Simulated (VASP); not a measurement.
# As (Fm-3m) in VASP: single point with LDA

Aim: the single point of As with LDA.

Program: VASP 6.6.1. These are calculated values, not measurements. Logs are shortened: lines on timing, memory, paths and dates and some standing lists are left out, and cuts for length are marked.

### 1 The cell of the first run

It takes space group Fm-3m (No. 225, cubic). Conventional cell: a = 4.171 Å, b = 4.171 Å, c = 4.171 Å, α = 90.00°, β = 90.00°, γ = 90.00°. As (site symmetry m-3m) has 12 As at 2.95 Å within 3.9 Å.

### 2 Single point, LDA

File INCAR:

```
SYSTEM = As
PREC = Accurate
ENCUT = 500
EDIFF = 1E-6
ISMEAR = -1
SIGMA = 0.1
LREAL = .FALSE.
LASPH = .TRUE.
NELM = 120
ALGO = Normal
ISIF = 2
LWAVE = .FALSE.
LCHARG = .FALSE.
GGA = CA
NBANDS = 8
GGA_COMPAT = .FALSE.
```

File KPOINTS:

```
regular mesh
0
G
  17 17 17
  0 0 0
```

File POSCAR:

```
As
1.0
    0.0000000000      2.0856342800      2.0856342800
    2.0856342800      0.0000000000      2.0856342800
    2.0856342800      2.0856342800      0.0000000000
As
1
Direct
    0.0000000000      0.0000000000      0.0000000000
```

Potentials or basis: VASP PAW LDA potentials, release 64 (As).

Launch:

```sh
$ cat potpaw_LDA.64/As/POTCAR > POTCAR
$ mpirun -np 1 vasp_std > vasp.out
```

OUTCAR:

```text
SYSTEM = As
   PREC = Accurate
   ENCUT = 500
   EDIFF = 1E-6
   ISMEAR = -1
   LREAL = .FALSE.
   LASPH = .TRUE.
   NELM = 120
   ISIF = 2
   GGA = CA

 ion  position               nearest neighbor table
   1  0.000  0.000  0.000-

  LATTYP: Found a face centered cubic cell.
 ALAT       =     4.1712685600

  Lattice vectors:

 A1 = (   0.0000000000,   2.0856342800,   2.0856342800)
 A2 = (   2.0856342800,   0.0000000000,   2.0856342800)
 A3 = (   2.0856342800,   2.0856342800,   0.0000000000)

Analysis of symmetry for initial positions (statically):
=====================================================================
 Subroutine PRICEL returns:
 Original cell was already a primitive cell.

 Routine SETGRP: Setting up the symmetry group for a
 face centered cubic supercell.

 Subroutine GETGRP returns: Found 48 space group operations
 (whereof 48 operations were pure point group operations)
 out of a pool of 48 trial point group operations.

The static configuration has the point symmetry O_h .

Analysis of symmetry for dynamics (positions and initial velocities):
=====================================================================
 Subroutine PRICEL returns:
 Original cell was already a primitive cell.

 Routine SETGRP: Setting up the symmetry group for a
 face centered cubic supercell.

 Subroutine GETGRP returns: Found 48 space group operations
 (whereof 48 operations were pure point group operations)
 out of a pool of 48 trial point group operations.

The dynamic configuration has the point symmetry O_h .

 Subroutine INISYM returns: Found 48 space group operations
 (whereof 48 operations are pure point group operations),
 and found     1 'primitive' translations

----------------------------------------------------------------------------------------

                                     Primitive cell

  volume of cell :      18.1445

  direct lattice vectors                    reciprocal lattice vectors
     0.000000000  2.085634280  2.085634280    -0.239735223  0.239735223  0.239735223
     2.085634280  0.000000000  2.085634280     0.239735223 -0.239735223  0.239735223
     2.085634280  2.085634280  0.000000000     0.239735223  0.239735223 -0.239735223

  length of vectors
     2.949532285  2.949532285  2.949532285     0.415233587  0.415233587  0.415233587

  position of ions in fractional coordinates (direct lattice)
     0.000000000  0.000000000  0.000000000

  ion indices of the primitive-cell ions
   primitive index   ion index
                 1           1

----------------------------------------------------------------------------------------

 KPOINTS: regular mesh

Automatic generation of k-mesh.
 Grid dimensions read from file:
 generate k-points for:   17   17   17

 Generating k-lattice:

  Cartesian coordinates                     Fractional coordinates (reciprocal lattice)
    -0.014102072  0.014102072  0.014102072     0.058823529  0.000000000  0.000000000
     0.014102072 -0.014102072  0.014102072     0.000000000  0.058823529  0.000000000
     0.014102072  0.014102072 -0.014102072     0.000000000  0.000000000  0.058823529

  Length of vectors
     0.024425505  0.024425505  0.024425505

  Shift w.r.t. Gamma in fractional coordinates (k-lattice)
     0.000000000  0.000000000  0.000000000

 Subroutine IBZKPT returns following result:
 ===========================================

 Found    165 irreducible k-points:

 Following reciprocal coordinates:
            Coordinates               Weight
  0.000000  0.000000  0.000000      1.000000
  0.058824  0.000000  0.000000      8.000000
  0.117647  0.000000  0.000000      8.000000
  0.176471  0.000000  0.000000      8.000000
  0.235294  0.000000  0.000000      8.000000
  0.294118  0.000000  0.000000      8.000000
[... 16 lines left out ...]
 -0.176471  0.058824  0.000000     24.000000
 -0.117647  0.058824  0.000000     24.000000
 [... further k-points ...]
   k-points           NKPTS =    165   k-points in BZ     NKDIM =    165   number of bands    NBANDS=      8
   number of dos      NEDOS =    301   number of ions     NIONS =      1
   total plane-waves  NPLWV =  13824
   dimension x,y,z NGX =    24 NGY =   24 NGZ =   24
   dimension x,y,z NGXF=    48 NGYF=   48 NGZF=   48
   ions per type =               1
   NGX,Y,Z   is equivalent  to a cutoff of  13.53, 13.53, 13.53 a.u.
   NGXF,Y,Z  is equivalent  to a cutoff of  27.05, 27.05, 27.05 a.u.
 SYSTEM =  As
   PREC   = accura    normal or accurate (medium, high low for compatibility)
   ISTART =      0    job   : 0-new  1-cont  2-samecut
   ICHARG =      2    charge: 1-file 2-atom 10-const
   ISPIN  =      1    spin polarized calculation?
   LNONCOLLINEAR =      F non collinear calculations
   LSORBIT =      F    spin-orbit coupling
   LASPH  =      T    aspherical Exc in radial PAW
   ENCUT  =  500.0 eV  36.75 Ry    6.06 a.u.   5.38  5.38  5.38*2*pi/ulx,y,z
   NELM   =    120;   NELMIN=  2; NELMDL= -5     # of ELM steps
   EDIFF  = 0.1E-05   stopping-criterion for ELM
   LREAL  =      F    real-space projection
   EDIFFG = 0.1E-04   stopping-criterion for IOM
   NSW    =      0    number of steps for IOM
   IBRION =     -1    ionic relax: 0-MD 1-quasi-New 2-CG
   NFREE  =      0    steps in history (QN), initial steepest desc. (CG)
   ISIF   =      2    stress and relaxation
   ISYM   =      2    0-nonsym 1-usesym 2-fastsym
   POTIM  = 0.5000    time-step for ionic-motion
   TEBEG  =    0.0;   TEEND  =   0.0 temperature during run
   PSTRESS=    0.0 pullay stress
   NELECT =       5.0000    total number of electrons
   NUPDOWN=      -1.0000    fix difference up-down
   EMIN   =  10.00;   EMAX   =-10.00  energy-range for DOS
   EFERMI =   0.00;   METHOD = LEGACY
   ISMEAR =    -1;   SIGMA  =   0.10  broadening in eV -4-tet -1-fermi 0-gaus
   EFERMI_NEDOS =   21; number of points for ismear=-14 and -15
   IALGO  =     38    algorithm
   IMIX   =      4    mixing-type and parameters
     AMIX     =   0.40;   BMIX     =  1.00
     AMIX_MAG =   1.60;   BMIX_MAG =  1.00
  volume/ion in A,a.u.               =      18.14       122.44
  Fermi-wavevector in a.u.,A,eV,Ry     =   1.065328  2.013178 15.441575  1.134924
  Thomas-Fermi vector in A             =   2.200876
   LORBIT       =      0    0 simple, 1 ext, 2 COOP (PROOUT), +10 PAW based schemes
   GGA     = CA    functional components
   LHFCALC =     F    Hartree Fock is set to
   AEXX    =    0.0000 exact exchange contribution
   IVDW    =     0    specifies the selected vdW correction
   LEPSILON=     F    determine dielectric tensor
   LRPA    =     F    only Hartree local field effects (RPA)
 non-spin polarized calculation
  energy-cutoff  :      500.00
  volume of cell :       18.14
 maximum number of plane-waves:       477
 NGX is ok and might be reduce to    24
   NGX = 11   NGY = 11   NGZ = 11

 number of electron       4.9999999 magnetization

 Free energy of the ion-electron system (eV)
  ---------------------------------------------------
  ext. energy  EPLUGINS =         0.00000000
  ---------------------------------------------------
  free energy    TOTEN  =        -4.90074908 eV

  energy without entropy =       -4.87981917  energy(sigma->0) =       -4.89028412

 E-fermi :   7.1752     XC(G=0): -11.0998

 val. band max:        7.1685592972   @ k =   0.4118   0.2941   0.0000
 cond. band min:       7.1836790913   @ k =   0.4706   0.2353   0.1176
 fundamental gap:      0.0151197940
 Fermi energy:         7.1752317318

 k-point     1 :       0.0000    0.0000    0.0000
  band No.  band energies     occupation
      1      -8.4527      2.00000
      2      13.1955      0.00000
      3      13.1955      0.00000
      4      13.1955      0.00000
      5      19.7452      0.00000
      6      19.7452      0.00000
      7      19.7452      0.00000
      8      21.9858      0.00000

 k-point     2 :       0.0588    0.0000    0.0000
  band No.  band energies     occupation
      1      -8.3679      2.00000
      2      12.4682      0.00000
      3      13.0939      0.00000
      4      13.0939      0.00000
      5      19.3521      0.00000
      6      19.9362      0.00000
      7      19.9362      0.00000
      8      22.3312      0.00000

 k-point     3 :       0.1176    0.0000    0.0000
  band No.  band energies     occupation
      1      -8.1142      2.00000
      2      10.7731      0.00000
      3      12.8312      0.00000
      4      12.8312      0.00000
      5      18.7512      0.00000
      6      20.4023      0.00000
      7      20.4023      0.00000
      8      23.1581      0.00000

 k-point     4 :       0.1765    0.0000    0.0000
  band No.  band energies     occupation
      1      -7.6938      2.00000
      2       8.7388      0.00000
      3      12.4933      0.00000
      4      12.4933      0.00000
      5      18.2363      0.00000
      6      20.7493      0.00000
      7      20.7493      0.00000
      8      23.7654      0.00000

 k-point     5 :       0.2353    0.0000    0.0000
  band No.  band energies     occupation
      1      -7.1116      2.00000
      2       6.6612      1.98835
      3      12.1533      0.00000
      4      12.1533      0.00000
      5      17.8407      0.00000
      6      20.4768      0.00000
      7      20.4768      0.00000
      8      23.4237      0.00000

 k-point     6 :       0.2941    0.0000    0.0000
  band No.  band energies     occupation
      1      -6.3785      2.00000
      2       4.6685      2.00000
      3      11.8557      0.00000
      4      11.8557      0.00000
      5      17.5640      0.00000
      6      19.8678      0.00000
      7      19.8678      0.00000
      8      22.5714      0.00000

 k-point     7 :       0.3529    0.0000    0.0000
  band No.  band energies     occupation
      1      -5.5201      2.00000
      2       2.8384      2.00000
      3      11.6234      0.00000
      4      11.6234      0.00000
      5      17.3930      0.00000
      6      19.2927      0.00000
      7      19.2927      0.00000
      8      21.8252      0.00000

 k-point     8 :       0.4118    0.0000    0.0000
  band No.  band energies     occupation
      1      -4.6085      2.00000
      2       1.2684      2.00000
      3      11.4662      0.00000
      4      11.4662      0.00000
      5      17.3052      0.00000
      6      18.8759      0.00000
      7      18.8759      0.00000
      8      21.2853      0.00000

 k-point     9 :       0.4706    0.0000    0.0000
  band No.  band energies     occupation
      1      -3.8813      2.00000
      2       0.2092      2.00000
      3      11.3874      0.00000
      4      11.3874      0.00000
      5      17.2721      0.00000
      6      18.6599      0.00000
      7      18.6599      0.00000
      8      21.0013      0.00000

 k-point    10 :       0.0588    0.0588    0.0000
  band No.  band energies     occupation
      1      -8.3396      2.00000
      2      12.7610      0.00000
      3      12.7940      0.00000
      4      12.7940      0.00000
      5      18.8190      0.00000
      6      20.2926      0.00000
      7      20.2926      0.00000
      8      22.3430      0.00000
[... 78 lines left out ...]
 k-point    18 :      -0.4706    0.0588    0.0000
  band No.  band energies     occupation
      1      -3.7077      2.00000
      2       0.1423      2.00000
      3      10.6985      0.00000
      4      11.2293      0.00000
      5      17.5740      0.00000
      6      18.1658      0.00000
      7      18.9245      0.00000
      8      22.0817      0.00000

 k-point    19 :      -0.4118    0.0588    0.0000
  band No.  band energies     occupation
      1      -4.2550      2.00000
      2       0.9105      2.00000
      3      10.6021      0.00000
      4      11.4507      0.00000
      5      17.7496      0.00000
      6      18.2760      0.00000
      7      18.8993      0.00000
      8      22.2947      0.00000

 k-point    20 :      -0.3529    0.0588    0.0000
  band No.  band energies     occupation
      1      -5.1445      2.00000
      2       2.3480      2.00000
      3      10.6099      0.00000
      4      11.7438      0.00000
      5      17.8607      0.00000
      6      18.7076      0.00000
      7      19.0879      0.00000
      8      22.7246      0.00000

 k-point    21 :      -0.2941    0.0588    0.0000
  band No.  band energies     occupation
      1      -6.0312      2.00000
      2       4.0992      2.00000
      3      10.7291      0.00000
      4      12.0883      0.00000
      5      17.9842      0.00000
      6      19.3754      0.00000
      7      19.4798      0.00000
      8      23.2644      0.00000

 k-point    22 :      -0.2353    0.0588    0.0000
  band No.  band energies     occupation
      1      -6.8092      2.00000
      2       6.0352      1.99998
      3      10.9618      0.00000
      4      12.4573      0.00000
      5      18.1789      0.00000
      6      20.0176      0.00000
      7      20.1686      0.00000
      8      23.4517      0.00000

 k-point    23 :      -0.1765    0.0588    0.0000
  band No.  band energies     occupation
      1      -7.4427      2.00000
      2       8.0740      0.00025
      3      11.3037      0.00000
      4      12.8103      0.00000
      5      18.4469      0.00000
      6      20.4497      0.00000
      7      20.8544      0.00000
      8      22.7282      0.00000

 k-point    24 :      -0.1176    0.0588    0.0000
  band No.  band energies     occupation
      1      -7.9174      2.00000
      2      10.0925      0.00000
      3      11.7479      0.00000
      4      13.0847      0.00000
      5      18.7464      0.00000
      6      20.2908      0.00000
      7      20.8457      0.00000
      8      22.9161      0.00000

 [... further k-points ...]
[... 5 lines left out ...]
  --------------------------------------------------------------------------------------
  -------------------------------------------------------------------------------------
  Total        0.0289997      0.0289997      0.0289997      0.0000000      0.0000000     -0.0000000
  in kB        2.5607043      2.5607043      2.5607043      0.0000000      0.0000000     -0.0000000
  external PRESSURE =       2.5607043 kB  Pullay stress =       0.0000000 kB

 VOLUME and BASIS-vectors are now :
 -----------------------------------------------------------------------------
  energy-cutoff  :      500.00
  volume of cell :       18.14
      direct lattice vectors                 reciprocal lattice vectors
     0.000000000  2.085634280  2.085634280    -0.239735223  0.239735223  0.239735223
     2.085634280  0.000000000  2.085634280     0.239735223 -0.239735223  0.239735223
     2.085634280  2.085634280  0.000000000     0.239735223  0.239735223 -0.239735223

 POSITION                                       TOTAL-FORCE (eV/Angst)
 -----------------------------------------------------------------------------------
      0.00000      0.00000      0.00000         0.000000      0.000000      0.000000
 -----------------------------------------------------------------------------------
    total drift:                                0.000000     -0.000000     -0.000000

  FREE ENERGIE OF THE ION-ELECTRON SYSTEM (eV)
  ---------------------------------------------------
  free  energy   TOTEN  =        -4.9007490824 eV

  energy  without entropy=       -4.8798191662  energy(sigma->0) =       -4.89028412
```

It took 9.6 s on 1 thread of Intel Xeon 6975P-C, shared host; peak memory 0.14 GiB.

What came out:

```
Free energy : -4.9007 eV
Pressure    : 0.3 GPa
```
